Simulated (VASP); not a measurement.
# Mo (Im-3m) in VASP: notebook, part 2 of 2

VASP 6.6.1.

## 3. Single point, PBE0

This run uses another cell than the first one, of 15.89 Å³/atom.

Input file POSCAR:

```
Mo
1.0
   -1.5838089719      1.5838089719      1.5838089719
    1.5838089719     -1.5838089719      1.5838089719
    1.5838089719      1.5838089719     -1.5838089719
Mo
1
Direct
    0.0000000000      0.0000000000      0.0000000000
```

Input file INCAR.step1:

```
PREC = Accurate ; ENCUT = 520
EDIFF = 1E-5 ; ISMEAR = -1
SIGMA = 0.05 ; LREAL = False
LASPH = True ; NELM = 100
ALGO = Normal ; ISIF = 2
LWAVE = True ; LCHARG = False
NBANDS = 13 ; GGA = PE
```

Input file INCAR.step2:

```
PREC = Accurate ; ENCUT = 520
EDIFF = 1E-7 ; ISMEAR = -1
SIGMA = 0.05 ; LREAL = False
LASPH = True ; NELM = 100
ALGO = Normal ; ISIF = 2
LWAVE = False ; LCHARG = False
GGA = PE ; LHFCALC = True
AEXX = 0.25 ; PRECFOCK = Normal
NBANDS = 13 ; ISTART = 1
```

Input file KPOINTS:

```
Automatic mesh
0
Gamma
  6 6 6
```

Potentials or basis: VASP PAW PBE potentials, release 64 (Mo_sv).

Run with:

```
> cat potpaw_PBE.64/Mo_sv/POTCAR > POTCAR
> cp INCAR.step1 INCAR
> mpirun -np 1 vasp_std > vasp.out
> cp INCAR.step2 INCAR
> mpirun -np 1 vasp_std > vasp.out
```

OUTCAR:

```text
PREC = Accurate
   ENCUT = 520
   EDIFF = 1E-7
   ISMEAR = -1
   LREAL = False
   LASPH = True
   NELM = 100
   ISIF = 2
   GGA = PE
   LHFCALC = True
   AEXX = 0.25
   PRECFOCK = Normal
   ISTART = 1

 ion  position               nearest neighbor table
   1  0.000  0.000  0.000-

  LATTYP: Found a body centered cubic cell.
 ALAT       =     3.1676179438

  Lattice vectors:

 A1 = (  -1.5838089719,   1.5838089719,   1.5838089719)
 A2 = (   1.5838089719,  -1.5838089719,   1.5838089719)
 A3 = (   1.5838089719,   1.5838089719,  -1.5838089719)

Analysis of symmetry for initial positions (statically):
=====================================================================
 Subroutine PRICEL returns:
 Original cell was already a primitive cell.

 Routine SETGRP: Setting up the symmetry group for a
 body centered cubic supercell.

 Subroutine GETGRP returns: Found 48 space group operations
[... 165 lines left out ...]
 fundamental gap:      1.4074692467
 Fermi energy:        12.1979635433

 k-point     1 :       0.0000    0.0000    0.0000
  band No.  band energies     occupation
      1     -53.7007      2.00000
      2     -25.4574      2.00000
      3     -25.4574      2.00000
      4     -25.4574      2.00000
      5       3.4507      2.00000
      6      10.1068      2.00000
      7      10.1068      2.00000
      8      10.1068      2.00000
      9      15.0087      0.00000
     10      15.0087      0.00000
     11      28.3024      0.00000
     12      28.3024      0.00000
     13      28.3024      0.00000
[... 226 lines left out ...]
  band No.  band energies     occupation
      1     -53.2219      2.00000
      2     -26.4752      2.00000
      3     -26.4752      2.00000
      4     -26.4752      2.00000
      5       5.7793      2.00000
      6       5.7793      2.00000
      7      17.1507      0.00000
      8      17.1507      0.00000
      9      17.1507      0.00000
     10      22.2683      0.00000
     11      22.2683      0.00000
     12      22.2683      0.00000
     13      33.2430      0.00000

------------------------ aborting loop because EDIFF is reached ----------------------------------------

  FORCE on cell =-STRESS in cart. coord.  units (eV):
  Direction    XX          YY          ZZ          XY          YZ          ZX
  --------------------------------------------------------------------------------------
  -------------------------------------------------------------------------------------
  Total       -0.8849498     -0.8849498     -0.8849498     -0.0000000     -0.0000000      0.0000000
  in kB      -89.2197107    -89.2197107    -89.2197107     -0.0000000     -0.0000000      0.0000000
  external PRESSURE =     -89.2197107 kB  Pullay stress =       0.0000000 kB

 VOLUME and BASIS-vectors are now :
 -----------------------------------------------------------------------------
  energy-cutoff  :      520.00
  volume of cell :       15.89
      direct lattice vectors                 reciprocal lattice vectors
    -1.583808972  1.583808972  1.583808972     0.000000000  0.315694638  0.315694638
     1.583808972 -1.583808972  1.583808972     0.315694638  0.000000000  0.315694638
     1.583808972  1.583808972 -1.583808972     0.315694638  0.315694638  0.000000000

 POSITION                                       TOTAL-FORCE (eV/Angst)
 -----------------------------------------------------------------------------------
      0.00000      0.00000      0.00000         0.000000     -0.000000      0.000000
 -----------------------------------------------------------------------------------
    total drift:                               -0.000000      0.000000      0.000000

  FREE ENERGIE OF THE ION-ELECTRON SYSTEM (eV)
  ---------------------------------------------------
  free  energy   TOTEN  =       -14.1654805260 eV

  energy  without entropy=      -14.1654803307  energy(sigma->0) =      -14.16548043
```

OUTCAR.step1:

```text
PREC = Accurate
   ENCUT = 520
   EDIFF = 1E-5
   ISMEAR = -1
   LREAL = False
[... 460 lines left out ...]

 POSITION                                       TOTAL-FORCE (eV/Angst)
 -----------------------------------------------------------------------------------
      0.00000      0.00000      0.00000        -0.000000      0.000000     -0.000000
 -----------------------------------------------------------------------------------
    total drift:                                0.000000     -0.000000     -0.000000

  FREE ENERGIE OF THE ION-ELECTRON SYSTEM (eV)
  ---------------------------------------------------
  free  energy   TOTEN  =       -10.9997868834 eV

  energy  without entropy=      -10.9985630587  energy(sigma->0) =      -10.99917497
```

OSZICAR.step1:

```text
N       E                     dE             d eps       ncg     rms          rms(c)
DAV:   1     0.920098392050E+02    0.92010E+02   -0.79932E+03   416   0.110E+03
DAV:   2    -0.105829738199E+02   -0.10259E+03   -0.98711E+02   481   0.304E+02
DAV:   3    -0.116657485124E+02   -0.10828E+01   -0.10809E+01   466   0.322E+01
DAV:   4    -0.116681212693E+02   -0.23728E-02   -0.23727E-02   476   0.184E+00
DAV:   5    -0.116681372362E+02   -0.15967E-04   -0.15967E-04   471   0.133E-01    0.142E+01
DAV:   6    -0.110886813995E+02    0.57946E+00   -0.72261E-01   431   0.104E+01    0.380E+00
DAV:   7    -0.110037779032E+02    0.84903E-01   -0.15651E-01   436   0.461E+00    0.104E+00
DAV:   8    -0.109997159760E+02    0.40619E-02   -0.41314E-03   436   0.819E-01    0.211E-01
DAV:   9    -0.109997746929E+02   -0.58717E-04   -0.11707E-04   446   0.133E-01    0.857E-02
DAV:  10    -0.109997866399E+02   -0.11947E-04   -0.14337E-05   359   0.451E-02    0.939E-03
DAV:  11    -0.109997868834E+02   -0.24344E-06   -0.36668E-07   223   0.712E-03
   1 F= -.10999787E+02 E0= -.10999175E+02  d E =-.122382E-02
```

It took 18 min on 1 thread of Intel Xeon 8259CL, shared host; peak memory 0.14 GiB.

Results:

```
Free energy            : -14.1655 eV
Pressure               : -8.9 GPa
Band gap on the k mesh : zero (bands 7 and 8 overlap by 7.04 eV)
```

Levels at points of the mesh, in eV from the Fermi level:
| k point | band 4 | band 5 | band 6 | band 7 | band 8 | band 9 | band 10 | band 11 |
| --- | --- | --- | --- | --- | --- | --- | --- | --- |
| (0.00, 0.00, 0.00) | -37.66 | -8.75 | -2.09 | -2.09 | -2.09 | 2.81 | 2.81 | 16.10 |
| (0.50, 0.00, 0.00) | -37.65 | -6.48 | -4.37 | 1.63 | 2.77 | 3.41 | 5.70 | 12.86 |
| (0.50, 0.50, 0.50) | -38.67 | -6.42 | -6.42 | 4.95 | 4.95 | 4.95 | 10.07 | 10.07 |

Caveat: the k points lie up to 0.47 Å⁻¹ apart, too coarse for converged energies and pressures of a metal; the PAW data sets were made with another functional, which shifts forces and pressure a little.

## 4. Single point, HSE06

This run uses another cell than the first one, of 15.57 Å³/atom.

Input file POSCAR:

```
Mo
1.0
   -1.5731790612      1.5731790612      1.5731790612
    1.5731790612     -1.5731790612      1.5731790612
    1.5731790612      1.5731790612     -1.5731790612
Mo
1
Direct
    0.0000000000      0.0000000000      0.0000000000
```

Input file INCAR.step1:

```
ALGO = Normal
EDIFF = 1E-5
ENCUT = 520
GGA = PE
ISIF = 2
ISMEAR = -1
LASPH = T
LREAL = F
LWAVE = T
NBANDS = 13
NELM = 60
PREC = Accurate
SIGMA = 0.05
```

Input file INCAR.step2:

```
ALGO = Normal
EDIFF = 1E-6
ENCUT = 520
GGA = PE
HFSCREEN = 0.2079
ISIF = 2
ISMEAR = -1
ISTART = 1
LASPH = T
LCHARG = T
LELF = T
LHFCALC = T
LREAL = F
LVHAR = T
LWAVE = F
NBANDS = 13
NELM = 60
PREC = Accurate
PRECFOCK = Normal
SIGMA = 0.05
```

Input file KPOINTS:

```
k-points
0
Gamma
  8 8 8
```

Run with:

```
> cat potpaw_PBE.64/Mo_sv/POTCAR > POTCAR
> cp INCAR.step1 INCAR
> mpirun -np 1 vasp_std > vasp.out
> cp INCAR.step2 INCAR
> mpirun -np 1 vasp_std > vasp.out
```

It took 49 min on 1 thread of AMD EPYC 7R43 (Zen 3), shared host; peak memory 0.2 GiB.

The run converged. Its results:

- Free energy: -12.8775 eV
- Pressure: -0.6 GPa
- Band gap on the k mesh: zero (bands 7 and 8 overlap by 6.24 eV)

Levels at points of the mesh, in eV from the Fermi level:
```tsv
k point	band 5	band 6	band 7	band 8	band 9	band 10
(0.00, 0.00, 0.00)	-8.31	-1.58	-1.58	-1.58	2.56	2.56
(0.50, 0.00, 0.00)	-6.11	-4.00	1.51	2.48	3.16	5.51
(0.50, 0.50, 0.50)	-6.07	-6.07	4.66	4.66	4.66	9.89
```

Caveat: the PAW data sets were made with another functional, which shifts forces and pressure a little.

## 5. Single point, HSE06

This run uses another cell than the first one, of 15.89 Å³/atom.

Input file POSCAR:

```
Mo
1.0
   -1.5838089700      1.5838089700      1.5838089700
    1.5838089700     -1.5838089700      1.5838089700
    1.5838089700      1.5838089700     -1.5838089700
Mo
1
Direct
    0.0000000000      0.0000000000      0.0000000000
```

Input file INCAR.step1:

```
SYSTEM = Mo
PREC = Accurate
ENCUT = 400
EDIFF = 1E-5
ISMEAR = -1
SIGMA = 0.15
LREAL = .FALSE.
LASPH = .TRUE.
NELM = 120
ALGO = Normal
ISIF = 2
LWAVE = .TRUE.
LCHARG = .FALSE.
GGA = PE
NBANDS = 13
GGA_COMPAT = .FALSE.
```

Input file INCAR.step2:

```
SYSTEM = Mo
PREC = Accurate
ENCUT = 400
EDIFF = 1E-6
ISMEAR = -1
SIGMA = 0.15
LREAL = .FALSE.
LASPH = .TRUE.
NELM = 120
ALGO = Normal
ISIF = 2
LWAVE = .FALSE.
LCHARG = .FALSE.
GGA = PE
LHFCALC = .TRUE.
HFSCREEN = 0.2079
PRECFOCK = Normal
ISTART = 1
NBANDS = 13
GGA_COMPAT = .FALSE.
```

Input file KPOINTS:

```
Automatic mesh
0
G
  8 8 8
  0 0 0
```

Run with:

```
> cat potpaw_PBE.64/Mo_sv/POTCAR > POTCAR
> cp INCAR.step1 INCAR
> mpirun -np 1 vasp_std > vasp.out
> cp INCAR.step2 INCAR
> mpirun -np 1 vasp_std > vasp.out
```

Run time: 48 min. Hardware: 1 thread of AMD EPYC 7R43 (Zen 3), shared host; peak memory 0.19 GiB.

The run converged. Its results:

* Free energy: -12.8810 eV
* Pressure: -7.5 GPa
* Band gap on the k mesh: zero (bands 7 and 8 overlap by 6.08 eV)

Levels at points of the mesh, in eV from the Fermi level:
| k point | band 5 | band 6 | band 7 | band 8 | band 9 | band 10 |
| --- | --- | --- | --- | --- | --- | --- |
| (0.00, 0.00, 0.00) | -8.20 | -1.51 | -1.51 | -1.51 | 2.54 | 2.54 |
| (0.50, 0.00, 0.00) | -5.95 | -3.87 | 1.47 | 2.46 | 3.13 | 5.40 |
| (0.50, 0.50, 0.50) | -5.88 | -5.88 | 4.57 | 4.57 | 4.57 | 9.74 |

Caveat: the cell stands under tension; the PAW data sets were made with another functional, which shifts forces and pressure a little.

## 6. Single point, r2SCAN0

This run uses another cell than the first one, of 15.89 Å³/atom.

Input file POSCAR:

```
Mo
1.0
   -1.5838089719      1.5838089719      1.5838089719
    1.5838089719     -1.5838089719      1.5838089719
    1.5838089719      1.5838089719     -1.5838089719
Mo
1
Direct
    0.0000000000      0.0000000000      0.0000000000
```

Input file INCAR.step1:

```
SYSTEM = Mo
PREC = Accurate
ENCUT = 520
EDIFF = 1E-5
ISMEAR = -1
SIGMA = 0.05
LREAL = .FALSE.
LASPH = .TRUE.
NELM = 60
ALGO = Normal
ISIF = 2
LWAVE = .TRUE.
LCHARG = .FALSE.
GGA = PE
NBANDS = 13
```

Input file INCAR.step2:

```
SYSTEM = Mo
PREC = Accurate
ENCUT = 520
EDIFF = 1E-6
ISMEAR = -1
SIGMA = 0.05
LREAL = .FALSE.
LASPH = .TRUE.
NELM = 60
ALGO = Normal
ISIF = 2
LWAVE = .FALSE.
LCHARG = .FALSE.
METAGGA = R2SCAN
LHFCALC = .TRUE.
AEXX = 0.25
LMIXTAU = .TRUE.
PRECFOCK = Normal
ISTART = 1
NBANDS = 13
```

Input file KPOINTS:

```
regular mesh
0
G
  6 6 6
  0 0 0
```

Potentials or basis: VASP PAW PBE potentials, release 64 (Mo_sv).

Run with:

```
> cat potpaw_PBE.64/Mo_sv/POTCAR > POTCAR
> cp INCAR.step1 INCAR
> mpirun -np 1 vasp_std > vasp.out
> cp INCAR.step2 INCAR
> mpirun -np 1 vasp_std > vasp.out
```

It took 12 min on 1 thread of Intel Xeon Platinum 8259CL at 2.50GHz (Skylake/Cascade Lake), shared host; peak memory 0.14 GiB.

Results (log left out):

- Free energy: -25.6914 eV
- Pressure: -9.7 GPa
- Band gap on the k mesh: zero (bands 7 and 8 overlap by 7.23 eV)

Levels at points of the mesh, in eV from the Fermi level:
```
           k point  band 4  band 5  band 6  band 7  band 8  band 9  band 10  band 11
(0.00, 0.00, 0.00)  -38.42   -9.08   -2.16   -2.16   -2.16    3.01     3.01    16.56
(0.50, 0.00, 0.00)  -38.41   -6.68   -4.52    1.58    2.92    3.63     5.84    13.26
(0.50, 0.50, 0.50)  -39.49   -6.54   -6.54    5.07    5.07    5.07    10.30    10.30
```

Caveat: the k points lie up to 0.47 Å⁻¹ apart, too coarse for converged energies and pressures of a metal; the PAW data sets were made with another functional, which shifts forces and pressure a little.

## 7. Summary

| level | cell | k mesh | cutoff (eV) | smearing | screening parameter | gap on the mesh (eV) | pressure (GPa) |
| --- | --- | --- | --- | --- | --- | --- | --- |
| PBEsol-based global hybrid with 25 % exact exchange | a = 2.695 Å, angles 109.5°, 1 atom | 6 × 6 × 6 | 520 | fermi-dirac 0.05 eV | - | none | 0.8 |
| PBE0 | a = 2.743 Å, angles 109.5°, 1 atom | 6 × 6 × 6 | 520 | fermi-dirac 0.05 eV | - | none | -8.9 |
| HSE06 | a = 2.725 Å, angles 109.5°, 1 atom | 8 × 8 × 8 | 520 | fermi-dirac 0.05 eV | 0.2079 1/Å | none | -0.6 |
| HSE06 | a = 2.743 Å, angles 109.5°, 1 atom | 8 × 8 × 8 | 400 | fermi-dirac 0.15 eV | 0.2079 1/Å | none | -7.5 |
| r2SCAN0 | a = 2.743 Å, angles 109.5°, 1 atom | 6 × 6 × 6 | 520 | fermi-dirac 0.05 eV | - | none | -9.7 |

Alike in all rows: task single point; potentials or basis VASP PAW PBE potentials, release 64 (Mo_sv); no spin polarisation.

Caveats: some runs use coarse meshes; the PAW data sets were made with another functional, which shifts forces and pressure a little; the cell stands under tension (at least some runs).

Total energies depend on the potentials used, so only differences within one code and one set of settings carry meaning.

The gap in the log of VASP goes by the Fermi energy; the results here count the filled bands.